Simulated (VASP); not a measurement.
Runs of VASP 6.6.1 on HfBr. The structure is that of space group P6/mmm (No. 191), or close to it. The cells are those of the table. 

```tsv
task	cell	k mesh	cutoff (eV)	gap on the mesh (eV)	pressure (GPa)
single point	a = 3.372, b = 3.372, c = 5.138 Å, angles 90.0, 90.0, 120.0°, 2 atoms	6 × 6 × 4	520	none	(a)
relaxation of cell and atoms	relaxed from a = 3.190, b = 3.190, c = 6.775 Å, angles 90.0, 90.0, 120.0°, 2 atoms	6 × 6 × 4	600	none	0.0
single point	a = 3.381, b = 3.381, c = 5.146 Å, angles 90.0, 90.0, 120.0°, 2 atoms	18 × 18 × 12	520	none	-0.3
single point	a = 3.190, b = 3.190, c = 6.775 Å, angles 90.0, 90.0, 120.0°, 2 atoms	6 × 6 × 4	520	none	-6.5
```

Alike in all rows: level PBE; potentials or basis VASP PAW PBE potentials, release 64 (Hf_pv, Br); no spin polarisation; smearing gaussian 0.1 eV.

**Question.** Estimate the missing entries.

**Answer.** (a) -0.1.

Caveats: some runs use coarse meshes; spin-orbit coupling is left out, which moves the levels of the heavy elements; an odd number of electrons without spin polarisation forces a metal; a magnetic or distorted state may lie lower.

A k mesh can miss the band edges, and the runs leave out spin-orbit coupling on Br, Hf.

A gap of «none» marks levels without a gap at the run's occupations.
